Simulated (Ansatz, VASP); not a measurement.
TaN: VASP beside Ansatz

```
Ta N
1.0
     3.05000    0.00000    0.00000
    -1.52500    2.64138    0.00000
     0.00000    0.00000    4.94000
Ta N
2 2
Direct
  0.33333 0.66667 0.00000
  0.66667 0.33333 0.50000
  0.33333 0.66667 0.38500
  0.66667 0.33333 0.88500
```

Alike in both runs: task single point; functional PBE; k mesh 6 × 6 × 4; occupations gaussian, width 0.1 eV; no spin polarisation.

|  | VASP | Ansatz |
| --- | --- | --- |
| version | VASP 6.6.1 | Ansatz 0.2.0 |
| potentials or method | VASP PAW PBE potentials, release 64 (Ta_pv, N), cutoff 520 eV | scalar-relativistic, plane waves, PAW |
| valence electrons in the cell | 32 | 36 |

```tsv
	VASP	Ansatz	Ansatz less VASP
gap on the k mesh at the Fermi level (eV)	none	none	-
rms of the force components (eV/Å)	1.316	1.282	-0.0339
```

Atom by atom the forces differ by 0.034 eV/Å (rms over components). A gap of «none» marks a metal or a gap that the smearing closes. The functional is the same, so the differences come from potentials, cutoffs and numerics. VASP's potentials hold 32 valence electrons a cell and Ansatz's 36, so a difference there can come from the potentials and not from the codes.

The k mesh is coarse, so the values compare programs but aren't converged. Spin-orbit coupling is off throughout.
